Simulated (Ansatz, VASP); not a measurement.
Two plane-wave programs on Si2W

File INCAR:

```
SYSTEM = Si2W
PREC = Accurate
ENCUT = 520
EDIFF = 1E-7
ISMEAR = 0
SIGMA = 0.15
LREAL = .False.
LASPH = .True.
NELM = 100
ALGO = Normal
ISIF = 2
LWAVE = .False.
LCHARG = .True.
GGA = PS
LELF = .True.
LVHAR = .True.
NBANDS = 43
```

File KPOINTS:

```
regular mesh
0
Gamma
  12 12 6
  0 0 0
```

The input POSCAR:

```
Si2W
1.0
    4.8048909318      0.0000000000      0.0000000000
   -2.4024454659      4.1611576093      0.0000000000
    0.0000000000      0.0000000000      6.4382247831
Si W
6 3
Direct
    0.8361793875      0.6723587749      0.5000000000
    0.1638206125      0.8361793875      0.8333333333
    0.6723587749      0.8361793875      0.1666666667
    0.1638206125      0.3276412251      0.5000000000
    0.8361793875      0.1638206125      0.8333333333
    0.3276412251      0.1638206125      0.1666666667
    0.0000000000      0.5000000000      0.1666666667
    0.5000000000      0.5000000000      0.8333333333
    0.5000000000      0.0000000000      0.5000000000
```

Input for Ansatz:

```yaml
crystal:
  lattice:
    - [4.8048909318, 0.0, 0.0]
    - [-2.4024454659, 4.1611576093, 0.0]
    - [0.0, 0.0, 6.4382247831]
  atoms:
    - { symbol: Si, position: [0.8361793875, 0.6723587749, 0.5] }
    - { symbol: Si, position: [0.1638206125, 0.8361793875, 0.8333333333] }
    - { symbol: Si, position: [0.6723587749, 0.8361793875, 0.1666666667] }
    - { symbol: Si, position: [0.1638206125, 0.3276412251, 0.5] }
    - { symbol: Si, position: [0.8361793875, 0.1638206125, 0.8333333333] }
    - { symbol: Si, position: [0.3276412251, 0.1638206125, 0.1666666667] }
    - { symbol: W, position: [0.0, 0.5, 0.1666666667] }
    - { symbol: W, position: [0.5, 0.5, 0.8333333333] }
    - { symbol: W, position: [0.5, 0.0, 0.5] }
basis:
  ecutwfc: 420
kpoints:
  mp_grid: { grid: [12, 12, 6] }
hamiltonian:
  xc: pbesol
scf:
  occupations: { method: gaussian, width: 0.15 }
output:
  forces: true
  stress: true
  eigenvalues: true
  write_density: true
  write_potential: true
  elf: true
  volumetric_format: npy
```

Change from the starting cell: strain +0.050 along x and y, -0.025 along z, atoms carried along.

Alike in both runs: task single point; functional PBEsol; k mesh 12 × 12 × 6; occupations gaussian, width 0.15 eV; no spin polarisation.

```csv
,VASP,Ansatz
version,VASP 6.6.1,Ansatz 0.2.0
potentials or method,"VASP PAW PBE potentials, release 64 (Si, W_sv), cutoff 520 eV","scalar-relativistic, plane waves, PAW"
valence electrons in the cell,66,66
```

VASP gave:

```
gap on the k mesh at the Fermi level (eV)                     : none
pressure (GPa)                                                : -12.0
traceless stress, the component that is largest in VASP (GPa) : 10.13
rms of the force components (eV/Å)                            : 0.024
```

Task: Estimate Ansatz's values.

Result: gap on the k mesh at the Fermi level (eV): none; pressure (GPa): -12.2; traceless stress, the component that is largest in VASP (GPa): 10.05; rms of the force components (eV/Å): 0.022.

VASP's potentials were made for PBE, not for PBEsol. Atom by atom the forces differ by 0.002 eV/Å (rms over components). A gap of «none» marks a metal or a gap that the smearing closes. With one functional, cell and mesh, what is left measures potentials, basis and numerics.

Spin-orbit coupling is off throughout.
